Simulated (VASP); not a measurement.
# Ga (Fd-3m) in VASP: further runs

Ga is run at these levels: PBE+D3(BJ); tasks: relaxation of cell and atoms, single point.

Everything below comes from runs of VASP 6.6.1. Logs are shortened: lines on timing, memory, paths and dates and some standing lists are left out, and cuts for length are marked.

**1. The cell of the first run**

The structure is cubic, space group Fd-3m (No. 227). Conventional cell: a = 5.390 Å, b = 5.390 Å, c = 5.390 Å, α = 90.00°, β = 90.00°, γ = 90.00°. Ga (site symmetry -43m) has 4 Ga at 2.33 Å within 3.1 Å.

This isn't the form of Ga at room conditions, which is orthorhombic.

**2. Relaxation of cell and atoms, PBE+D3(BJ)**

File INCAR:

```
SYSTEM = Ga
ALGO = Normal
EDIFF = 1E-7
EDIFFG = -0.02
ENCUT = 500
GGA = PE
GGA_COMPAT = .FALSE.
IBRION = 2
ISIF = 3
ISMEAR = -1
IVDW = 12
LASPH = .TRUE.
LCHARG = .FALSE.
LREAL = .FALSE.
LWAVE = .FALSE.
NELM = 120
NELMIN = 4
NSW = 80
PREC = Accurate
SIGMA = 0.1
```

File KPOINTS:

```
k-points
0
G
  6 6 6
  0 0 0
```

File POSCAR:

```
Ga
1.0
    0.0000000000      2.6950000000      2.6950000000
    2.6950000000      0.0000000000      2.6950000000
    2.6950000000      2.6950000000      0.0000000000
Ga
2
Direct
    1.0000000000      1.0000000000      1.0000000000
    0.2500000000      0.2500000000      0.2500000000
```

Potentials or basis: VASP PAW PBE potentials, release 64 (Ga_d).

Started as:

```console
$ cat potpaw_PBE.64/Ga_d/POTCAR > POTCAR
$ mpirun -np 1 vasp_std > vasp.out
```

OUTCAR:

```text
SYSTEM = Ga
   EDIFF = 1E-7
   EDIFFG = -0.02
   ENCUT = 500
   GGA = PE
   IBRION = 2
   ISIF = 3
   ISMEAR = -1
   IVDW = 12
   LASPH = .TRUE.
   LREAL = .FALSE.
   NELM = 120
   NELMIN = 4
   NSW = 80
   PREC = Accurate
 IVDW          = 12

 ion  position               nearest neighbor table
   1  0.000  0.000  0.000-   2 2.33   2 2.33   2 2.33   2 2.33
   2  0.250  0.250  0.250-   1 2.33   1 2.33   1 2.33   1 2.33

  LATTYP: Found a face centered cubic cell.
 ALAT       =     5.3900000000

  Lattice vectors:

 A1 = (   0.0000000000,   2.6950000000,   2.6950000000)
 A2 = (   2.6950000000,   0.0000000000,   2.6950000000)
 A3 = (   2.6950000000,   2.6950000000,   0.0000000000)

Analysis of symmetry for initial positions (statically):
=====================================================================
 Subroutine PRICEL returns:
 Original cell was already a primitive cell.

 Routine SETGRP: Setting up the symmetry group for a
 face centered cubic supercell.

 Subroutine GETGRP returns: Found 48 space group operations
 (whereof 24 operations were pure point group operations)
 out of a pool of 48 trial point group operations.

The static configuration has the point symmetry T_d .
 The point group associated with its full space group is O_h .

Analysis of symmetry for dynamics (positions and initial velocities):
=====================================================================
 Subroutine PRICEL returns:
 Original cell was already a primitive cell.

 Routine SETGRP: Setting up the symmetry group for a
 face centered cubic supercell.

 Subroutine GETGRP returns: Found 48 space group operations
 (whereof 24 operations were pure point group operations)
 out of a pool of 48 trial point group operations.

The dynamic configuration has the point symmetry T_d .
 The point group associated with its full space group is O_h .

 Subroutine INISYM returns: Found 48 space group operations
 (whereof 24 operations are pure point group operations),
 and found     1 'primitive' translations

----------------------------------------------------------------------------------------

                                     Primitive cell

  volume of cell :      39.1477

  direct lattice vectors                    reciprocal lattice vectors
     0.000000000  2.695000000  2.695000000    -0.185528757  0.185528757  0.185528757
     2.695000000  0.000000000  2.695000000     0.185528757 -0.185528757  0.185528757
[... 58 lines left out ...]
   k-points           NKPTS =     16   k-points in BZ     NKDIM =     16   number of bands    NBANDS=     17
   number of dos      NEDOS =    301   number of ions     NIONS =      2
   total plane-waves  NPLWV =  21952
   dimension x,y,z NGX =    28 NGY =   28 NGZ =   28
   dimension x,y,z NGXF=    56 NGYF=   56 NGZF=   56
   ions per type =               2
   NGX,Y,Z   is equivalent  to a cutoff of  12.21, 12.21, 12.21 a.u.
   NGXF,Y,Z  is equivalent  to a cutoff of  24.43, 24.43, 24.43 a.u.
 SYSTEM =  Ga
   PREC   = accura    normal or accurate (medium, high low for compatibility)
   ISTART =      0    job   : 0-new  1-cont  2-samecut
   ICHARG =      2    charge: 1-file 2-atom 10-const
   ISPIN  =      1    spin polarized calculation?
   LNONCOLLINEAR =      F non collinear calculations
   LSORBIT =      F    spin-orbit coupling
   LASPH  =      T    aspherical Exc in radial PAW
   ENCUT  =  500.0 eV  36.75 Ry    6.06 a.u.   6.95  6.95  6.95*2*pi/ulx,y,z
   NELM   =    120;   NELMIN=  4; NELMDL= -5     # of ELM steps
   EDIFF  = 0.1E-06   stopping-criterion for ELM
   LREAL  =      F    real-space projection
   EDIFFG = -.2E-01   stopping-criterion for IOM
   NSW    =     80    number of steps for IOM
   IBRION =      2    ionic relax: 0-MD 1-quasi-New 2-CG
   NFREE  =      1    steps in history (QN), initial steepest desc. (CG)
   ISIF   =      3    stress and relaxation
   ISYM   =      2    0-nonsym 1-usesym 2-fastsym
   POTIM  = 0.5000    time-step for ionic-motion
   TEBEG  =    0.0;   TEEND  =   0.0 temperature during run
   PSTRESS=    0.0 pullay stress
   NELECT =      26.0000    total number of electrons
   NUPDOWN=      -1.0000    fix difference up-down
   EMIN   =  10.00;   EMAX   =-10.00  energy-range for DOS
   EFERMI =   0.00;   METHOD = LEGACY
   ISMEAR =    -1;   SIGMA  =   0.10  broadening in eV -4-tet -1-fermi 0-gaus
   EFERMI_NEDOS =   21; number of points for ismear=-14 and -15
   IALGO  =     38    algorithm
   IMIX   =      4    mixing-type and parameters
     AMIX     =   0.40;   BMIX     =  1.00
     AMIX_MAG =   1.60;   BMIX_MAG =  1.00
  volume/ion in A,a.u.               =      19.57       132.09
  Fermi-wavevector in a.u.,A,eV,Ry     =   1.428336  2.699164 27.757857  2.040145
  Thomas-Fermi vector in A             =   2.548409
   LORBIT       =      0    0 simple, 1 ext, 2 COOP (PROOUT), +10 PAW based schemes
   GGA     = PE    functional components
   LHFCALC =     F    Hartree Fock is set to
   AEXX    =    0.0000 exact exchange contribution
   IVDW    =    12    specifies the selected vdW correction
   LEPSILON=     F    determine dielectric tensor
   LRPA    =     F    only Hartree local field effects (RPA)
 conjugate gradient relaxation of ions
 non-spin polarized calculation
  energy-cutoff  :      500.00
  volume of cell :       39.15
 maximum number of plane-waves:      1018
   NGX = 13   NGY = 13   NGZ = 13

--------------------------------------- Ionic step        1  -------------------------------------------

 number of electron      25.9999997 magnetization

 Free energy of the ion-electron system (eV)
  ---------------------------------------------------
  ext. energy  EPLUGINS =         0.00000000
  ---------------------------------------------------
  free energy    TOTEN  =        -4.74694813 eV

  energy without entropy =       -4.70804325  energy(sigma->0) =       -4.72749569

 E-fermi :   4.4381     XC(G=0): -10.5183

 val. band max:        4.3733123687   @ k =  -0.1667   0.1667   0.0000
 cond. band min:       4.5313405001   @ k =   0.5000   0.3333   0.1667
 fundamental gap:      0.1580281315
 Fermi energy:         4.4380673297

 k-point     1 :       0.0000    0.0000    0.0000
  band No.  band energies     occupation
      1     -10.6068      2.00000
      2     -10.6068      2.00000
      3     -10.6068      2.00000
      4     -10.5466      2.00000
      5     -10.5466      2.00000
      6     -10.0208      2.00000
[... 388 lines left out ...]
--------------------------------------- Ionic step        3  -------------------------------------------

 number of electron      26.0000035 magnetization

 Free energy of the ion-electron system (eV)
  ---------------------------------------------------
  ext. energy  EPLUGINS =         0.00000000
  ---------------------------------------------------
  free energy    TOTEN  =        -5.22931643 eV

  energy without entropy =       -5.17762613  energy(sigma->0) =       -5.20347128

 E-fermi :   2.8620     XC(G=0):  -9.4997

 val. band max:        2.8470575347   @ k =   0.3333   0.3333   0.0000
 cond. band min:       2.9847667248   @ k =   0.5000   0.3333   0.1667
 fundamental gap:      0.1377091901
 Fermi energy:         2.8619903756

 k-point     1 :       0.0000    0.0000    0.0000
  band No.  band energies     occupation
      1     -11.9334      2.00000
      2     -11.9334      2.00000
      3     -11.9334      2.00000
      4     -11.8899      2.00000
      5     -11.8899      2.00000
      6     -11.5555      2.00000
[... 342 lines left out ...]
  FREE ENERGIE OF THE ION-ELECTRON SYSTEM (eV)
  ---------------------------------------------------
  free  energy   TOTEN  =        -5.7087390049 eV

  energy  without entropy=       -5.6570486998  energy(sigma->0) =       -5.68289385

 reached required accuracy - stopping structural energy minimisation
```

OSZICAR:

```text
N       E                     dE             d eps       ncg     rms          rms(c)
DAV:   1     0.113007021853E+03    0.11301E+03   -0.14192E+04   568   0.282E+03
DAV:   2     0.290223217150E+01   -0.11010E+03   -0.10872E+03   592   0.363E+02
DAV:   3    -0.466112171688E+01   -0.75634E+01   -0.75311E+01   610   0.949E+01
[... 28 lines left out ...]
DAV:   5    -0.522930661354E+01   -0.30271E-04   -0.13762E-04   722   0.120E-01    0.853E-03
DAV:   6    -0.522931600836E+01   -0.93948E-05   -0.23577E-05   586   0.699E-02    0.186E-03
DAV:   7    -0.522931631004E+01   -0.30168E-06   -0.96981E-07   658   0.112E-02    0.104E-03
DAV:   8    -0.522931645430E+01   -0.14426E-06   -0.20870E-07   462   0.513E-03    0.796E-05
DAV:   9    -0.522931643294E+01    0.21358E-07   -0.65120E-09   289   0.872E-04
   3 F= -.57087390E+01 E0= -.56828939E+01  d E =-.364303E+00
```

Wall time 62 s (1 thread of Intel Xeon Platinum 8259CL at 2.50GHz (Skylake/Cascade Lake), shared host); peak memory 0.16 GiB.

What came out:

| Item | Value |
| --- | --- |
| Free energy | -5.7087 eV |
| Relaxed volume | 24.28 Å³/atom |
| Relaxed cell | a = 4.095 Å, b = 4.095 Å, c = 4.095 Å, α = 60.00°, β = 60.00°, γ = 60.00° |
| Space group after relaxing (to 0.1 Å) | Fd-3m (No. 227) |
| Energy gained by relaxing | 182.2 meV/atom |
| Ionic steps | 3 |
| Pressure after relaxing | 0.1 GPa |
| Band gap on the k mesh | zero (bands 13 and 14 overlap by 4.17 eV) |
| Dispersion energy per atom | -0.240 eV |

Step by step:
| step | energy change (eV) | largest force (eV/Å) | pressure (GPa) | volume (Å³) |
| --- | --- | --- | --- | --- |
| 1 | 0.0000 | 0.0000 | 15.25 | 39.15 |
| 2 | -0.3549 | 0.0000 | -1.35 | 50.68 |
| 3 | -0.3643 | 0.0000 | 0.06 | 48.57 |

Final structure:
```
CELL_PARAMETERS angstrom
0.00000 2.89580 2.89580
2.89580 0.00000 2.89580
2.89580 2.89580 0.00000
ATOMIC_POSITIONS crystal
Ga 0.00000 0.00000 0.00000
Ga 0.25000 0.25000 0.25000
```

Levels at points of the mesh, in eV from the Fermi level:
```tsv
k point	band 11	band 12	band 13	band 14	band 15	band 16
(0.00, 0.00, 0.00)	-9.54	2.86	2.86	2.86	3.85	4.91
(0.50, 0.00, 0.00)	-7.28	-4.72	1.33	1.33	3.12	5.87
(0.50, 0.50, 0.00)	-5.55	-5.55	-0.51	-0.51	2.84	2.84
```

Caveat: the volume moved by over 15 % at a fixed basis, so the end points are rough.

**3. Relaxation of cell and atoms, PBE+D3(BJ), target pressure 10 GPa, at which the enthalpy is minimised**

File INCAR:

```
SYSTEM = Ga
  ALGO = Normal
  EDIFF = 1E-7
  EDIFFG = -0.02
  ENCUT = 500
  GGA = PE
  GGA_COMPAT = .False.
  IBRION = 2
  ISIF = 3
  ISMEAR = -1
  IVDW = 12
  LASPH = .True.
  LCHARG = .False.
  LREAL = .False.
  LWAVE = .False.
  NELM = 120
  NELMIN = 4
  NSW = 80
  PREC = Accurate
  PSTRESS = 100.0
  SIGMA = 0.1
```

File KPOINTS:

```
k-points
0
Gamma
  6 6 6
  0 0 0
```

POSCAR is that of step 2.

Potentials or basis: VASP PAW PBE potentials, release 64 (Ga_d).

Started as:

```console
$ cat potpaw_PBE.64/Ga_d/POTCAR > POTCAR
$ mpirun -np 1 vasp_std > vasp.out
```

Wall time 61 s (1 thread of Intel Xeon Platinum 8259CL at 2.50GHz (Skylake/Cascade Lake), shared host); peak memory 0.16 GiB.

The run converged. Its results:

| Property | Result |
| --- | --- |
| Free energy | -5.5158 eV |
| Relaxed volume | 20.67 Å³/atom |
| Relaxed cell | a = 3.881 Å, b = 3.881 Å, c = 3.881 Å, α = 60.00°, β = 60.00°, γ = 60.00° |
| Space group after relaxing (to 0.1 Å) | Fd-3m (No. 227) |
| Energy change on relaxing (the run minimises the enthalpy) | -85.7 meV/atom |
| Ionic steps | 3 |
| Pressure after relaxing | 10.0 GPa |
| Band gap on the k mesh | zero (bands 13 and 14 overlap by 5.01 eV) |
| Dispersion energy per atom | -0.283 eV |

The path:
| step | energy change (eV) | largest force (eV/Å) | pressure (GPa) | volume (Å³) |
| --- | --- | --- | --- | --- |
| 1 | 0.0000 | 0.0000 | 15.25 | 39.15 |
| 2 | -0.2535 | 0.0000 | 7.06 | 42.90 |
| 3 | -0.1713 | 0.0000 | 10.00 | 41.34 |

Final structure:
```
CELL_PARAMETERS angstrom
0.00000 2.74447 2.74447
2.74447 0.00000 2.74447
2.74447 2.74447 0.00000
ATOMIC_POSITIONS crystal
Ga 0.00000 0.00000 0.00000
Ga 0.25000 0.25000 0.25000
```

Levels at points of the mesh, in eV from the Fermi level:
| k point | band 11 | band 12 | band 13 | band 14 | band 15 | band 16 |
| --- | --- | --- | --- | --- | --- | --- |
| (0.00, 0.00, 0.00) | -10.44 | 3.39 | 3.39 | 3.39 | 5.42 | 5.42 |
| (0.50, 0.00, 0.00) | -7.70 | -5.22 | 1.57 | 1.57 | 4.15 | 6.38 |
| (0.50, 0.50, 0.00) | -5.81 | -5.81 | -0.64 | -0.64 | 3.07 | 3.07 |

Caveat: the cell is relaxed towards a set pressure, so the run minimises the enthalpy, not the energy.

(Part 1 of 2 ends here.)
